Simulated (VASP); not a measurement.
A run of VASP 6.6.1 is set up as follows.

Contents of INCAR:

```
ALGO     = Normal         # electronic algorithm
EDIFF    = 1E-6           # SCF threshold, eV
ENCUT    = 520            # plane-wave cutoff, eV
GGA      = PE             # functional
ISIF     = 2              # what is computed and relaxed
ISMEAR   = 0              # smearing method
LASPH    = True           # aspherical terms in the spheres
LCHARG   = True           # write CHGCAR
LELF     = True           # ELF
LREAL    = False          # projectors in reciprocal space
LVHAR    = True         
LWAVE    = False          # write WAVECAR
NBANDS   = 64             # bands
NELM     = 80             # most SCF steps
PREC     = Accurate       # precision mode
SIGMA    = 0.1            # smearing width, eV
```

File KPOINTS:

```
k-points
0
Gamma
  4 4 4
```

File POSCAR:

```
SnO2
1.0
   -3.2352881266     -3.4128675854      3.4154795047
   -3.2383057423      3.4167945070     -3.4144205057
    3.2394243214     -3.4162451716     -3.4149316053
Sn O
4 8
Direct
    0.7500000645      0.2500010801      0.0000049350
    0.2500031794      0.7499893940      0.9999939757
    1.0000461726      0.9999999025      0.5000423639
    0.4999667318      0.4999978408      0.4999630254
    0.9999979489      0.3065479056      0.8066182114
    0.5565372479      0.7499378478      0.3065805490
    0.4999126063      0.8065596715      0.8065192785
    0.9434721512      0.7500546096      0.6934185232
    0.0564806507      0.2498967848      0.3065994866
    0.4435269498      0.2501381859      0.6934393519
    0.4999793281      0.1934339026      0.1933639076
    0.0000769688      0.6934428747      0.1934563916
```

Potentials or basis: VASP PAW PBE potentials, release 64 (Sn_d, O).

Command:

```console
$ cat potpaw_PBE.64/Sn_d/POTCAR potpaw_PBE.64/O/POTCAR > POTCAR
$ mpirun -np 1 vasp_std > vasp.out
```

Problem. What does it give for the pressure?

Solution. 0.6 GPa.

Problem. What does it give for the band gap on the k mesh?

Solution. 0.67 eV.

Problem. Estimate the largest force.

Solution. 0.018 eV/Å.

Forces in eV/Å, atoms in the order of the input:
```
Sn   0.000  0.000  0.000
Sn   0.000  0.000  0.000
Sn   0.000  0.001  0.000
Sn   0.000  0.000  0.000
O    0.000  0.000  0.018
O    0.002  0.018  0.000
O    0.000 -0.001  0.018
O   -0.002 -0.017  0.000
O    0.001  0.018  0.000
O   -0.001 -0.018  0.000
O    0.000 -0.001 -0.018
O    0.000  0.000 -0.018
```

Caveat: spin-orbit coupling is left out, which moves the levels of the heavy elements.
